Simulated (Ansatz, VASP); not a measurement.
**Ru in VASP and in Ansatz**

```
Ru
1.0
     2.67406    0.00000    0.00000
    -1.33703    2.31580    0.00000
     0.00000    0.00000    4.22676
Ru
2
Direct
  0.31121 0.72712 0.25000
  0.68879 0.27288 0.75000
```

Change from the starting cell: mode 4 frozen in at -0.140 Å and mode 5 at +0.140 Å (largest displacements).

Alike in both runs: task single point; functional LDA; k mesh 21 × 21 × 10; occupations gaussian, width 0.15 eV; no spin polarisation.

```csv
,VASP,Ansatz
version,VASP 6.6.1,Ansatz 0.2.0
potentials or method,"VASP PAW LDA potentials, release 64 (Ru_pv), cutoff 520 eV","scalar-relativistic, plane waves, PAW"
valence electrons in the cell,28,32
```

VASP gave:

| Property | Result |
| --- | --- |
| gap on the k mesh at the Fermi level (eV) | none |
| pressure (GPa) | 8.5 |
| traceless stress, the component that is largest in VASP (GPa) | -11.15 |
| rms of the force components (eV/Å) | 1.579 |

Problem. Estimate Ansatz's values.

Solution. gap on the k mesh at the Fermi level (eV): none; pressure (GPa): 7.4; traceless stress, the component that is largest in VASP (GPa): -10.99; rms of the force components (eV/Å): 1.578.

Ansatz warns that its potentials were made for another functional, while VASP's fit it. LDA's correlation is that of Perdew and Zunger in VASP and of Perdew and Wang (1992) in Ansatz. Atom by atom the forces differ by 0.007 eV/Å (rms over components). A gap of «none» marks a metal or a gap that the smearing closes. VASP's potentials hold 28 valence electrons a cell and Ansatz's 32, so a difference there can come from the potentials and not from the codes.
